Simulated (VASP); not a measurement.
Ga2Se: single point with PBE

The system is Ga2Se.

```
CELL_PARAMETERS angstrom
1.91295 1.10444 5.35830
-1.91295 1.10444 5.35830
0.00000 -2.20889 5.35830
ATOMIC_POSITIONS crystal
Ga 0.77145 0.77145 0.77145
Ga 0.22855 0.22855 0.22855
Se 0.00000 0.00000 0.00000
```

- Program: VASP 6.6.1
- Task: single point
- Functional: PBE
- Potentials or basis: VASP PAW PBE potentials, release 64 (Ga_d, Se)
- Cutoff: 520 eV
- k mesh: 6 × 6 × 6
- Occupations: gaussian, width 0.1 eV
- Spin: no spin polarisation

```
Pressure               : 0.2 GPa
Largest force          : 0.020 eV/Å
Band gap on the k mesh : zero (bands 16 and 17 overlap by 1.83 eV)
```

Forces in eV/Å, atoms in the order of the input:
```
Ga   0.000  0.000  0.020
Ga   0.000  0.000 -0.020
Se   0.000  0.000  0.000
```

Levels at points of the mesh, in eV from the Fermi level:
```
           k point  band 13  band 14  band 15  band 16  band 17  band 18  band 19  band 20
(0.00, 0.00, 0.00)    -6.19    -1.41    -1.41     1.40     2.05     3.07     3.07     6.05
(0.50, 0.00, 0.00)    -5.27    -4.24    -2.48    -0.95     0.35     1.58     2.45     2.67
(0.50, 0.50, 0.00)    -4.92    -4.49    -2.76    -0.87    -0.43     3.67     4.24     4.67
(0.50, 0.50, 0.50)    -2.11    -1.53    -1.53    -1.34     4.24     4.24     4.65     4.75
```

Wall time 45 s on 1 thread of Intel(R) Xeon(R) 6975P-C (Granite Rapids) (shared host), peak memory 0.33 GiB.
